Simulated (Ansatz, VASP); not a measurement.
# P: VASP beside Ansatz

File INCAR:

```
PREC = Accurate
ENCUT = 520
EDIFF = 1E-6
ISMEAR = -1
SIGMA = 0.1
LREAL = False
LASPH = True
NELM = 150
ALGO = Normal
ISIF = 2
LWAVE = False
LCHARG = True
LNONCOLLINEAR = True
MAGMOM = 0 0 0 0 0 0
LORBIT = 11
LSORBIT = True
GGA_COMPAT = False
LORBMOM = True
GGA = PE
LVHAR = True
NBANDS = 22
```

The input KPOINTS:

```
regular mesh
0
Gamma
  10 10 10
```

Contents of POSCAR:

```
P
1.0
    0.0000000000      2.7391031705      2.7391031705
    2.7391031705      0.0000000000      2.7391031705
    2.7391031705      2.7391031705      0.0000000000
P
2
Direct
    0.1250000000      0.1250000000      0.1250000000
    0.8750000000      0.8750000000      0.8750000000
```

Input for Ansatz:

```yaml
crystal:
  lattice:
    - [0.0, 2.7391031705, 2.7391031705]
    - [2.7391031705, 0.0, 2.7391031705]
    - [2.7391031705, 2.7391031705, 0.0]
  atoms:
    - { symbol: P, position: [0.125, 0.125, 0.125] }
    - { symbol: P, position: [0.875, 0.875, 0.875] }
hamiltonian:
  xc: pbe
  pseudopotentials:
    kind: paw_fr
    azcp:
      P: "pseudopotentials/P.paw.azcp"
basis:
  ecutwfc: 420
  fft_grid_basis: typed
kpoints:
  mp_grid: { grid: [10, 10, 10], shift: [0, 0, 0] }
magnetization:
  noncollinear: true
  spin_orbit: true
scf:
  occupations: { method: fermi_dirac, width: 0.1 }
```

Alike in both runs: task single point; functional PBE; k mesh 10 × 10 × 10; occupations fermi-dirac, width 0.1 eV; non-collinear spin, spin-orbit coupling.

|  | VASP | Ansatz |
| --- | --- | --- |
| version | VASP 6.6.1 | Ansatz 0.2.0 |
| potentials or method | VASP PAW PBE potentials, release 64 (P), cutoff 520 eV | plane waves (420 eV) with PAW, fully relativistic with spin-orbit coupling |
| valence electrons in the cell | 10 | 10 |

|  | VASP | Ansatz | Ansatz less VASP |
| --- | --- | --- | --- |
| net moment per atom (μB) | 0.00 | 0.00 | 0.000 |

The functional is the same, so the differences come from potentials, cutoffs and numerics.
